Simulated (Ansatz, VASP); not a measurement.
**B in VASP and in Ansatz**

File INCAR:

```
SYSTEM = B
ALGO     = Normal         ! electronic algorithm
EDIFF    = 1E-7           ! SCF threshold, eV
ENCUT    = 520            ! plane-wave cutoff, eV
GGA      = RE             ! functional
ISIF     = 2              ! what is computed and relaxed
ISMEAR   = -1             ! smearing method
LASPH    = .TRUE.         ! aspherical terms in the spheres
LCHARG   = .FALSE.        ! write CHGCAR
LREAL    = .FALSE.        ! projectors in reciprocal space
LWAVE    = .FALSE.        ! write WAVECAR
NBANDS   = 8              ! bands
NELM     = 60             ! most SCF steps
PREC     = Accurate       ! precision mode
SIGMA    = 0.1            ! smearing width, eV
```

The input KPOINTS:

```
k-points
0
G
  21 21 21
  0 0 0
```

Contents of POSCAR:

```
B
1.0
    0.0000000000      1.4581582540      1.4581582540
    1.4581582540      0.0000000000      1.4581582540
    1.4581582540      1.4581582540      0.0000000000
B
1
Direct
    0.0000000000      0.0000000000      0.0000000000
```

Input for Ansatz:

```yaml
crystal:
  lattice:
    - [0.0, 1.458158254, 1.458158254]
    - [1.458158254, 0.0, 1.458158254]
    - [1.458158254, 1.458158254, 0.0]
  atoms:
    - { symbol: B, position: [0.0, 0.0, 0.0] }
hamiltonian:
  xc: revpbe
  pseudopotentials:
    kind: paw
    azcp:
      B: "pseudopotentials/B.paw.azcp"
basis:
  ecutwfc: 420
  fft_grid_basis: typed
kpoints:
  mp_grid: { grid: [21, 21, 21], shift: [0, 0, 0] }
magnetization:
  spin_polarized: false
scf:
  occupations: { method: fermi_dirac, width: 0.1 }
  lower_state_search: "off"
output:
  stress: true
  write_density: true
  write_potential: true
  elf: true
  volumetric_format: npy
```

Alike in both runs: task single point; functional revPBE; k mesh 21 × 21 × 21; occupations fermi-dirac, width 0.1 eV; no spin polarisation.

|  | VASP | Ansatz |
| --- | --- | --- |
| version | VASP 6.6.1 | Ansatz 0.2.0 |
| potentials or method | VASP PAW PBE potentials, release 64 (B), cutoff 520 eV | plane waves (420 eV) with PAW, scalar-relativistic |
| valence electrons in the cell | 3 | 3 |

```tsv
	VASP	Ansatz	Ansatz less VASP
pressure (GPa)	-9.8	-9.6	+0.17
```

VASP's potentials were made for PBE, not for revPBE. The functional is the same, so the differences come from potentials, cutoffs and numerics.
